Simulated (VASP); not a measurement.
# In2SiH2 (P3m1) in VASP: notebook

The runs below take In2SiH2 through single point, with PBE.

Everything below comes from runs of VASP 6.6.1. Logs are shortened: lines on timing, memory, paths and dates and some standing lists are left out, and cuts for length are marked.

## Step 1: The cell of the first run

The structure is trigonal, space group P3m1 (No. 156). The conventional cell has a = 3.377 Å, b = 3.377 Å, c = 8.175 Å, α = 90.00°, β = 90.00°, γ = 120.00°. Within 2.8 Å of In (site symmetry 3m) lie 3 H at 2.12 Å. In (site symmetry 3m) has 1 H at 2.58 Å and 3 Si at 3.03 Å and 6 In at 3.38 Å within 3.4 Å. Within 2.6 Å of Si (site symmetry 3m) lie 3 H at 1.97 Å. Within 2.6 Å of H (site symmetry 3m) lie 1 H at 1.95 Å and 3 In at 2.12 Å. H (site symmetry 3m) has 1 H at 1.95 Å and 3 Si at 1.97 Å and 1 In at 2.58 Å within 2.6 Å.

## Step 2: Single point, PBE

File INCAR:

```
PREC = Accurate
ENCUT = 500
EDIFF = 1E-6
ISMEAR = 0
SIGMA = 0.15
LREAL = False
LASPH = True
NELM = 120
ALGO = Normal
ISIF = 2
LWAVE = False
LCHARG = False
GGA = PE
NBANDS = 24
GGA_COMPAT = False
```

File KPOINTS:

```
Automatic mesh
0
Gamma
  4 4 2
```

File POSCAR:

```
In2SiH2
1.0
    3.3769959341      0.0000000000      0.0000000000
   -1.6884979671      2.9245642674      0.0000000000
    0.0000000000      0.0000000000      8.1753362772
In Si H
2 1 2
Direct
    0.0000000000      0.0000000000      0.7301652391
    0.3333333333      0.6666666667      1.0733496267
    0.0000000000      0.0000000000      0.3566166292
    0.3333333333      0.6666666667      0.6273551991
    0.3333333333      0.6666666667      0.3886509658
```

Potentials or basis: VASP PAW PBE potentials, release 64 (In_d, Si, H).

Started as:

```bash
$ cat potpaw_PBE.64/In_d/POTCAR potpaw_PBE.64/Si/POTCAR potpaw_PBE.64/H/POTCAR > POTCAR
$ mpirun -np 1 vasp_std > vasp.out
```

OUTCAR:

```text
PREC = Accurate
   ENCUT = 500
   EDIFF = 1E-6
   ISMEAR = 0
   LREAL = False
   LASPH = True
   NELM = 120
   ISIF = 2
   GGA = PE

 ion  position               nearest neighbor table
   1  0.000  0.000  0.730-   4 2.12   4 2.12   4 2.12   3 3.05   2 3.42   2 3.42   2 3.42
   2  0.333  0.667  0.073-   3 3.03   3 3.03   3 3.03   1 3.42   1 3.42   1 3.42
   3  0.000  0.000  0.357-   5 1.97   5 1.97   5 1.97   2 3.03   2 3.03   2 3.03   1 3.05
   4  0.333  0.667  0.627-   1 2.12   1 2.12   1 2.12
   5  0.333  0.667  0.389-   3 1.97   3 1.97   3 1.97

  LATTYP: Found a hexagonal cell.
 ALAT       =     3.3769959341
 C/A-ratio  =     2.4208901748

  Lattice vectors:

 A1 = (   3.3769959341,   0.0000000000,   0.0000000000)
 A2 = (  -1.6884979671,   2.9245642674,   0.0000000000)
 A3 = (   0.0000000000,   0.0000000000,   8.1753362772)

Analysis of symmetry for initial positions (statically):
=====================================================================
 Subroutine PRICEL returns:
 Original cell was already a primitive cell.

 Routine SETGRP: Setting up the symmetry group for a
 hexagonal supercell.

 Subroutine GETGRP returns: Found  6 space group operations
 (whereof  6 operations were pure point group operations)
 out of a pool of 24 trial point group operations.

The static configuration has the point symmetry C_3v.

Analysis of symmetry for dynamics (positions and initial velocities):
=====================================================================
 Subroutine PRICEL returns:
 Original cell was already a primitive cell.

 Routine SETGRP: Setting up the symmetry group for a
 hexagonal supercell.

 Subroutine GETGRP returns: Found  6 space group operations
 (whereof  6 operations were pure point group operations)
 out of a pool of 24 trial point group operations.

The dynamic configuration has the point symmetry C_3v.

 Subroutine INISYM returns: Found  6 space group operations
 (whereof  6 operations are pure point group operations),
 and found     1 'primitive' translations

----------------------------------------------------------------------------------------

                                     Primitive cell

  volume of cell :      80.7416

  direct lattice vectors                    reciprocal lattice vectors
     3.376995934  0.000000000  0.000000000     0.296121174  0.170965639  0.000000000
    -1.688497967  2.924564267  0.000000000     0.000000000  0.341931279  0.000000000
     0.000000000  0.000000000  8.175336277     0.000000000  0.000000000  0.122319127

  length of vectors
     3.376995934  3.376995934  8.175336277     0.341931279  0.341931279  0.122319127

  position of ions in fractional coordinates (direct lattice)
     0.000000000  0.000000000  0.730165239
     0.333333333  0.666666667  0.073349627
     0.000000000  0.000000000  0.356616629
     0.333333333  0.666666667  0.627355199
     0.333333333  0.666666667  0.388650966

  ion indices of the primitive-cell ions
   primitive index   ion index
                 1           1
                 2           2
                 3           3
                 4           4
                 5           5

----------------------------------------------------------------------------------------

 KPOINTS: Automatic mesh

Automatic generation of k-mesh.
 Grid dimensions read from file:
 generate k-points for:    4    4    2

 Generating k-lattice:

  Cartesian coordinates                     Fractional coordinates (reciprocal lattice)
     0.074030293  0.042741410  0.000000000     0.250000000 -0.000000000  0.000000000
     0.000000000  0.085482820  0.000000000     0.000000000  0.250000000  0.000000000
     0.000000000  0.000000000  0.061159564     0.000000000  0.000000000  0.500000000

  Length of vectors
     0.085482820  0.085482820  0.061159564

  Shift w.r.t. Gamma in fractional coordinates (k-lattice)
     0.000000000  0.000000000  0.000000000

 Subroutine IBZKPT returns following result:
 ===========================================

 Found      8 irreducible k-points:

 Following reciprocal coordinates:
            Coordinates               Weight
  0.000000  0.000000  0.000000      1.000000
  0.250000  0.000000  0.000000      6.000000
  0.500000  0.000000  0.000000      3.000000
  0.250000  0.250000  0.000000      6.000000
  0.000000  0.000000  0.500000      1.000000
  0.250000  0.000000  0.500000      6.000000
  0.500000  0.000000  0.500000      3.000000
  0.250000  0.250000  0.500000      6.000000
   k-points           NKPTS =      8   k-points in BZ     NKDIM =      8   number of bands    NBANDS=     24
   number of dos      NEDOS =    301   number of ions     NIONS =      5
   total plane-waves  NPLWV =  47040
   dimension x,y,z NGX =    28 NGY =   28 NGZ =   60
   dimension x,y,z NGXF=    56 NGYF=   56 NGZF=  120
   ions per type =               2   1   2
   NGX,Y,Z   is equivalent  to a cutoff of  13.78, 13.78, 12.20 a.u.
   NGXF,Y,Z  is equivalent  to a cutoff of  27.57, 27.57, 24.40 a.u.
 SYSTEM =  unknown system
   PREC   = accura    normal or accurate (medium, high low for compatibility)
   ISTART =      0    job   : 0-new  1-cont  2-samecut
   ICHARG =      2    charge: 1-file 2-atom 10-const
   ISPIN  =      1    spin polarized calculation?
   LNONCOLLINEAR =      F non collinear calculations
   LSORBIT =      F    spin-orbit coupling
   LASPH  =      T    aspherical Exc in radial PAW
   ENCUT  =  500.0 eV  36.75 Ry    6.06 a.u.   6.16  6.16 14.91*2*pi/ulx,y,z
   NELM   =    120;   NELMIN=  2; NELMDL= -5     # of ELM steps
   EDIFF  = 0.1E-05   stopping-criterion for ELM
   LREAL  =      F    real-space projection
   EDIFFG = 0.1E-04   stopping-criterion for IOM
   NSW    =      0    number of steps for IOM
   IBRION =     -1    ionic relax: 0-MD 1-quasi-New 2-CG
   NFREE  =      0    steps in history (QN), initial steepest desc. (CG)
   ISIF   =      2    stress and relaxation
   ISYM   =      2    0-nonsym 1-usesym 2-fastsym
   POTIM  = 0.5000    time-step for ionic-motion
   TEBEG  =    0.0;   TEEND  =   0.0 temperature during run
   PSTRESS=    0.0 pullay stress
   NELECT =      32.0000    total number of electrons
   NUPDOWN=      -1.0000    fix difference up-down
   EMIN   =  10.00;   EMAX   =-10.00  energy-range for DOS
   EFERMI =   0.00;   METHOD = LEGACY
   ISMEAR =     0;   SIGMA  =   0.15  broadening in eV -4-tet -1-fermi 0-gaus
   EFERMI_NEDOS =   21; number of points for ismear=-14 and -15
   IALGO  =     38    algorithm
   IMIX   =      4    mixing-type and parameters
     AMIX     =   0.40;   BMIX     =  1.00
     AMIX_MAG =   1.60;   BMIX_MAG =  1.00
  volume/ion in A,a.u.               =      16.15       108.97
  Fermi-wavevector in a.u.,A,eV,Ry     =   1.202520  2.272434 19.674770  1.446055
  Thomas-Fermi vector in A             =   2.338299
   LORBIT       =      0    0 simple, 1 ext, 2 COOP (PROOUT), +10 PAW based schemes
   GGA     = PE    functional components
   LHFCALC =     F    Hartree Fock is set to
   AEXX    =    0.0000 exact exchange contribution
   IVDW    =     0    specifies the selected vdW correction
   LEPSILON=     F    determine dielectric tensor
   LRPA    =     F    only Hartree local field effects (RPA)
 non-spin polarized calculation
 Gauss-broadening in eV      SIGMA  =   0.15
  energy-cutoff  :      500.00
  volume of cell :       80.74
 maximum number of plane-waves:      2070
 NGX is ok and might be reduce to    28
   NGX = 13   NGY = 13   NGZ = 29

 number of electron      32.0000001 magnetization

 Free energy of the ion-electron system (eV)
  ---------------------------------------------------
  ext. energy  EPLUGINS =         0.00000000
  ---------------------------------------------------
  free energy    TOTEN  =       -14.88008112 eV

  energy without entropy =      -14.86931957  energy(sigma->0) =      -14.87470035

 E-fermi :   6.5041     XC(G=0): -10.0086

 val. band max:        6.3478962776   @ k =   0.2500   0.2500   0.0000
 cond. band min:       6.6602384114   @ k =   0.2500   0.2500   0.5000
 fundamental gap:      0.3123421337
 Fermi energy:         6.5041351456

 k-point     1 :       0.0000    0.0000    0.0000
  band No.  band energies     occupation
      1      -8.4101      2.00000
      2      -8.4101      2.00000
      3      -8.3992      2.00000
      4      -8.1702      2.00000
      5      -8.1702      2.00000
      6      -8.0609      2.00000
[... 16 lines left out ...]
     23      15.1087      0.00000
     24      16.0794      0.00000

 k-point     2 :       0.2500    0.0000    0.0000
  band No.  band energies     occupation
      1      -8.4967      2.00000
      2      -8.2818      2.00000
      3      -8.2740      2.00000
      4      -8.2642      2.00000
      5      -8.1889      2.00000
      6      -8.0652      2.00000
[... 16 lines left out ...]
     23      13.6431      0.00000
     24      14.3794      0.00000

 k-point     3 :       0.5000    0.0000    0.0000
  band No.  band energies     occupation
      1      -8.5828      2.00000
      2      -8.3645      2.00000
      3      -8.2107      2.00000
      4      -8.1829      2.00000
      5      -8.1317      2.00000
      6      -8.1186      2.00000
[... 16 lines left out ...]
     23      11.2848      0.00000
     24      12.4031      0.00000

 k-point     4 :       0.2500    0.2500    0.0000
  band No.  band energies     occupation
      1      -8.4554      2.00000
      2      -8.3238      2.00000
      3      -8.2841      2.00000
      4      -8.2504      2.00000
      5      -8.1622      2.00000
      6      -7.9962      2.00000
[... 16 lines left out ...]
     23      13.0218      0.00000
     24      14.1498      0.00000

 k-point     5 :       0.0000    0.0000    0.5000
  band No.  band energies     occupation
      1      -8.4101      2.00000
      2      -8.4101      2.00000
      3      -8.3993      2.00000
      4      -8.1702      2.00000
      5      -8.1702      2.00000
      6      -8.0587      2.00000
[... 16 lines left out ...]
     23      14.9168      0.00000
     24      14.9168      0.00000

 k-point     6 :       0.2500    0.0000    0.5000
  band No.  band energies     occupation
      1      -8.4965      2.00000
      2      -8.2827      2.00000
      3      -8.2740      2.00000
      4      -8.2661      2.00000
      5      -8.1888      2.00000
      6      -8.0651      2.00000
[... 16 lines left out ...]
     23      13.1683      0.00000
     24      14.1533      0.00000

 k-point     7 :       0.5000    0.0000    0.5000
  band No.  band energies     occupation
      1      -8.5826      2.00000
      2      -8.3662      2.00000
      3      -8.2104      2.00000
      4      -8.1853      2.00000
      5      -8.1317      2.00000
      6      -8.1201      2.00000
[... 16 lines left out ...]
     23      13.4410      0.00000
     24      13.6575      0.00000

 k-point     8 :       0.2500    0.2500    0.5000
  band No.  band energies     occupation
      1      -8.4551      2.00000
      2      -8.3250      2.00000
      3      -8.2844      2.00000
      4      -8.2508      2.00000
      5      -8.1639      2.00000
      6      -7.9963      2.00000
[... 16 lines left out ...]
     23      12.9215      0.00000
     24      14.1811      0.00000

------------------------ aborting loop because EDIFF is reached ----------------------------------------

  FORCE on cell =-STRESS in cart. coord.  units (eV):
  Direction    XX          YY          ZZ          XY          YZ          ZX
  --------------------------------------------------------------------------------------
  -------------------------------------------------------------------------------------
  Total        0.0454195      0.0454195      0.1769823     -0.0000000      0.0000000     -0.0000000
  in kB        0.9012714      0.9012714      3.5119068     -0.0000000      0.0000000     -0.0000000
  external PRESSURE =       1.7714832 kB  Pullay stress =       0.0000000 kB

 VOLUME and BASIS-vectors are now :
 -----------------------------------------------------------------------------
  energy-cutoff  :      500.00
  volume of cell :       80.74
      direct lattice vectors                 reciprocal lattice vectors
     3.376995934  0.000000000  0.000000000     0.296121174  0.170965639  0.000000000
    -1.688497967  2.924564267  0.000000000     0.000000000  0.341931279  0.000000000
     0.000000000  0.000000000  8.175336277     0.000000000  0.000000000  0.122319127

 POSITION                                       TOTAL-FORCE (eV/Angst)
 -----------------------------------------------------------------------------------
      0.00000      0.00000      5.96935        -0.000000     -0.000000      0.018859
     -0.00000      1.94971      0.59966         0.000000      0.000000     -0.067015
      0.00000      0.00000      2.91546        -0.000000     -0.000000      0.032524
     -0.00000      1.94971      5.12884        -0.000000     -0.000000      0.005164
     -0.00000      1.94971      3.17735        -0.000000     -0.000000      0.010469
 -----------------------------------------------------------------------------------
    total drift:                                0.000000     -0.000000     -0.000575

  FREE ENERGIE OF THE ION-ELECTRON SYSTEM (eV)
  ---------------------------------------------------
  free  energy   TOTEN  =       -14.8800811216 eV

  energy  without entropy=      -14.8693195748  energy(sigma->0) =      -14.87470035
```

It took 42 s on 1 thread of Intel Xeon 8259CL, shared host; peak memory 0.2 GiB.

Results:

| Property | Result |
| --- | --- |
| Free energy | -14.8801 eV |
| Pressure | 0.2 GPa |
| Largest force | 0.067 eV/Å |
| Band gap on the k mesh | zero (band 16 reaches 9.36 eV, above the bottom of band 17 at 5.58 eV) |

Forces in eV/Å, atoms in the order of the input:
```
In   0.000  0.000  0.019
In   0.000  0.000 -0.067
Si   0.000  0.000  0.033
H    0.000  0.000  0.005
H    0.000  0.000  0.010
```

Caveat: the k points lie up to 0.54 Å⁻¹ apart; spin-orbit coupling is left out, which moves the levels of the heavy elements.

(Part 1 of 2 ends here.)
